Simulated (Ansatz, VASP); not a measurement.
**Two plane-wave programs on WSe2**

```
W Se
1.0
     3.31993    0.00000    0.00000
    -1.65997    2.87515    0.00000
     0.00000    0.00000   13.73719
W Se
2 4
Direct
  0.66667 0.33333 0.75000
  0.33333 0.66667 0.25000
  0.33333 0.66667 0.87100
  0.66667 0.33333 0.37100
  0.33333 0.66667 0.62900
  0.66667 0.33333 0.12900
```

Alike in both runs: task single point; functional PBE; dispersion D3(BJ); k mesh 6 × 6 × 2; occupations gaussian, width 0.1 eV; no spin polarisation.

|  | VASP | Ansatz |
| --- | --- | --- |
| version | VASP 6.6.1 | Ansatz 0.2.0 |
| potentials or method | VASP PAW PBE potentials, release 64 (W_sv, Se), cutoff 520 eV | scalar-relativistic, plane waves, PAW |
| valence electrons in the cell | 52 | 92 |

VASP gave:

```
gap on the k mesh at the Fermi level (eV)                     : 1.22
least direct gap on the mesh (eV)                             : 1.46
pressure (GPa)                                                : -1.3
traceless stress, the component that is largest in VASP (GPa) : 1.28
rms of the force components (eV/Å)                            : 0.142
```

Problem. What did Ansatz give for the same quantities?

Solution. gap on the k mesh at the Fermi level (eV): 1.23; least direct gap on the mesh (eV): 1.46; pressure (GPa): -1.6; traceless stress, the component that is largest in VASP (GPa): 1.20; rms of the force components (eV/Å): 0.120.

Atom by atom the forces differ by 0.022 eV/Å (rms over components). VASP's potentials hold 52 valence electrons a cell and Ansatz's 92, so a difference there can come from the potentials and not from the codes.

Spin-orbit coupling is off throughout.
